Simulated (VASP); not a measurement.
Write the native input for VASP 6.6.1 that does the following.

```
Task                   : single point
Functional             : LDA
Potentials or basis    : VASP PAW LDA potentials, release 64 (Ir_sv_GW)
Cutoff                 : 560 eV
k mesh                 : 8 × 8 × 5
Occupations            : fermi-dirac, width 0.05 eV
Spin                   : non-collinear spin, zero start, spin-orbit coupling
Starting moments       : [[0.0, 0.0, 0.0], [0.0, 0.0, 0.0]] μB
Dipole correction      : no
Further INCAR settings : ALGO = Normal; EDIFF = 1e-06; NBANDS = 46
```

The structure of Ir lies in POSCAR:

```
Ir
1.0
    2.7513778946      0.0000000000      0.0000000000
   -1.3756889473      2.3827631521      0.0000000000
    0.0000000000      0.0000000000      4.4622900000
Ir
2
Direct
    0.3333333333      0.6666666667      0.2500000000
    0.6666666667      0.3333333333      0.7500000000
```

This isn't the form of Ir at room conditions, which is fcc.

One way to write it, as run:

INCAR

```
SYSTEM = Ir
  PREC = Accurate
  ENCUT = 560
  EDIFF = 1E-6
  ISMEAR = -1
  SIGMA = 0.05
  LREAL = .FALSE.
  LASPH = .TRUE.
  NELM = 200
  ALGO = Normal
  ISIF = 2
  LWAVE = .FALSE.
  LCHARG = .TRUE.
  LNONCOLLINEAR = .TRUE.
  MAGMOM = 0 0 0 0 0 0
  LORBIT = 11
  LSORBIT = .TRUE.
  GGA_COMPAT = .FALSE.
  LORBMOM = .TRUE.
  LMAXMIX = 4
  LVHAR = .TRUE.
  NBANDS = 46
```

KPOINTS

```
regular mesh
0
G
  8 8 5
  0 0 0
```

Potentials or basis: VASP PAW LDA potentials, release 64 (Ir_sv_GW).

Launch:

```console
$ cat potpaw_LDA.64/Ir_sv_GW/POTCAR > POTCAR
$ mpirun -np 1 vasp_ncl > vasp.out
```

It gave:

```json
{
 "Pressure": "-15.5 GPa",
 "Net moment": "0.00 μB per cell",
 "Valence electrons inside the program's atomic spheres": "Ir 16.25"
}
```

Caveat: the cell stands under tension.

It took 76 s on 1 thread of Intel(R) Xeon(R) Platinum 8259CL CPU @ 2.50GHz (Skylake/Cascade Lake), with other jobs on the host, peak memory 0.23 GiB.
